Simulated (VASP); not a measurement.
Runs of VASP 6.6.1 on LiBr. The structure is that of space group Fm-3m (No. 225), or close to it. The cells are those of the table. 

| level | cell | cutoff (eV) | gap on the mesh (eV) | pressure (GPa) |
| --- | --- | --- | --- | --- |
| r2SCAN | a = 3.795 Å, angles 60.0°, 2 atoms | 830 | (a) | 1.7 |
| r2SCAN | a = 3.874 Å, angles 60.0°, 2 atoms | 830 | 5.93 | -0.4 |
| PBE | a = 3.817 Å, angles 60.0°, 2 atoms | 750 | 5.20 | 1.8 |
| r2SCAN | a = 3.913 Å, angles 60.0°, 2 atoms | 830 | 5.79 | -1.2 |
| r2SCAN | a = 3.835 Å, angles 60.0°, 2 atoms | 830 | (b) | 0.5 |

Alike in all rows: task single point; potentials or basis VASP PAW PBE potentials, release 64 (Li_sv, Br); no spin polarisation; k mesh 6 × 6 × 6; smearing gaussian 0.01 eV.

**Question.** Estimate the missing entries.

**Answer.** (a) 6.26; (b) 6.09.

Caveats: the PAW data sets were made with another functional, which shifts forces and pressure a little (some runs).

A k mesh can miss the band edges, and the runs leave out spin-orbit coupling on Br.
